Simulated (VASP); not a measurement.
Input of a VASP 6.6.1 run:

The input POSCAR:

```
SrTiO3
1.0
    3.9050012542      0.0000000000      0.0000000000
    0.0000000000      3.9050012542      0.0000000000
    0.0000000000      0.0000000000      3.9050012542
Sr Ti O
1 1 3
Direct
    0.0000000000      0.0000000000      0.0000000000
    0.5000000000      0.5000000000      0.5000000000
    0.0000000000      0.5000000000      0.5000000000
    0.5000000000      0.5000000000      0.0000000000
    0.5000000000      0.0000000000      0.5000000000
```

File INCAR.step1:

```
SYSTEM = SrTiO3
PREC = Accurate
ENCUT = 520
ISMEAR = 0
SIGMA = 0.05
LREAL = .FALSE.
LASPH = .TRUE.
NELM = 60
NBANDS = 28
GGA = PE
ALGO = Normal
EDIFF = 1E-4
LWAVE = .TRUE.
LCHARG = .FALSE.
```

INCAR.step2

```
SYSTEM = SrTiO3
PREC = Accurate
ENCUT = 520
EDIFF = 1E-6
ISMEAR = 0
SIGMA = 0.05
LREAL = .FALSE.
LASPH = .TRUE.
NELM = 60
ALGO = Normal
ISIF = 2
LWAVE = .FALSE.
LCHARG = .FALSE.
METAGGA = R2SCAN
LMIXTAU = .TRUE.
NBANDS = 28
ISTART = 1
```

KPOINTS

```
regular mesh
0
G
  8 8 8
  0 0 0
```

Potentials or basis: VASP PAW PBE potentials, release 64 (Sr_sv, Ti_sv, O).

Run with:

```console
$ cat potpaw_PBE.64/Sr_sv/POTCAR potpaw_PBE.64/Ti_sv/POTCAR potpaw_PBE.64/O/POTCAR > POTCAR
$ cp INCAR.step1 INCAR
$ mpirun -np 1 vasp_std > vasp.out
$ cp INCAR.step2 INCAR
$ mpirun -np 1 vasp_std > vasp.out
```

(1) Predict the band gap on the k mesh.

(2) Predict the pressure.

Answers

(1) 2.28 eV, indirect (least direct gap 2.66 eV).

(2) 1.2 GPa.

Caveat: the PAW data sets were made with another functional, which shifts forces and pressure a little.
